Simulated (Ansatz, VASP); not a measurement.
Two plane-wave programs on Ir

Contents of INCAR:

```
PREC = Accurate ; ENCUT = 600
EDIFF = 1E-7 ; ISMEAR = 0
SIGMA = 0.15 ; LREAL = False
LASPH = True ; NELM = 100
ALGO = Fast ; ISIF = 3
LWAVE = False ; LCHARG = False
GGA = PE ; IBRION = 2
NSW = 100 ; EDIFFG = -0.01
```

The input KPOINTS:

```
Automatic mesh
0
Gamma
  12 12 8
```

Contents of POSCAR:

```
Ir
1.0
    2.7576401357     -0.0070894571     -0.0268419873
   -1.3849597178      2.4128247988      0.0060639188
   -0.0434974853     -0.0137665154      4.4449879172
Ir
2
Direct
    0.6742345053      0.3311476347      0.7543184500
    0.3257654947      0.6688523653      0.2456815500
```

Input for Ansatz:

```yaml
crystal:
  lattice:
    - [2.7576401357, -0.0070894571, -0.0268419873]
    - [-1.3849597178, 2.4128247988, 0.0060639188]
    - [-0.0434974853, -0.0137665154, 4.4449879172]
  atoms:
    - { symbol: Ir, position: [0.6742345053, 0.3311476347, 0.75431845] }
    - { symbol: Ir, position: [0.3257654947, 0.6688523653, 0.24568155] }
basis:
  ecutwfc: 420
kpoints:
  mp_grid: { grid: [12, 12, 8] }
hamiltonian:
  xc: pbe
scf:
  occupations: { method: gaussian, width: 0.15 }
output:
  forces: true
  stress: true
  eigenvalues: true
relax:
  adjacent_minimum: "off"
  f_tol: 0.01
  max_steps: 80
  cell: { stress_tol: 0.1 }
```

Change from the starting cell: all atoms moved at random, sigma 0.05 Å a component, cell strained at random, sigma 0.01; relaxed back.

Alike in both runs: task relaxation of cell and atoms; functional PBE; k mesh 12 × 12 × 8; occupations gaussian, width 0.15 eV; no spin polarisation.

```csv
,VASP,Ansatz
version,VASP 6.6.1,Ansatz 0.2.0
potentials or method,"VASP PAW PBE potentials, release 64 (Ir), cutoff 600 eV","scalar-relativistic, plane waves, PAW"
valence electrons in the cell,18,34
```

VASP gave:

- gap on the k mesh at the Fermi level, each at its own relaxed structure (eV): none
- relaxed volume (Å³/atom): 14.59
- relaxed cell length with the largest relative difference (Å): 2.747

Q: Which values does Ansatz return?

A: gap on the k mesh at the Fermi level, each at its own relaxed structure (eV): none; relaxed volume (Å³/atom): 14.56; relaxed cell length with the largest relative difference (Å): 2.745.

A gap of «none» marks a metal or a gap that the smearing closes. VASP's potentials hold 18 valence electrons a cell and Ansatz's 34, so a difference there can come from the potentials and not from the codes.

Neither program's run includes spin-orbit coupling.
